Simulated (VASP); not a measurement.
Here is a VASP 6.6.1 calculation.

INCAR

```
ALGO = Normal
EDIFF = 1E-7
ENCUT = 520
GGA = PE
ISIF = 2
ISMEAR = 0
LASPH = True
LCHARG = True
LELF = True
LREAL = False
LVHAR = True
LWAVE = False
NBANDS = 14
NELM = 60
PREC = Accurate
SIGMA = 0.15
```

Contents of KPOINTS:

```
k-points
0
Gamma
  20 20 20
```

The input POSCAR:

```
ZrB
1.0
    0.1208593998      2.3869731470      2.3869731470
    2.3869731470      0.1208593998      2.3869731470
    2.3869731470      2.3869731470      0.1208593998
Zr B
1 1
Direct
    0.0000000000      0.0000000000      0.0000000000
    0.5000000000      0.5000000000      0.5000000000
```

Potentials or basis: VASP PAW PBE potentials, release 64 (Zr_sv, B).

The run is started by

```console
$ cat potpaw_PBE.64/Zr_sv/POTCAR potpaw_PBE.64/B/POTCAR > POTCAR
$ mpirun -np 1 vasp_std > vasp.out
```

(1) Estimate the pressure.

Answers

(1) 34.8 GPa.
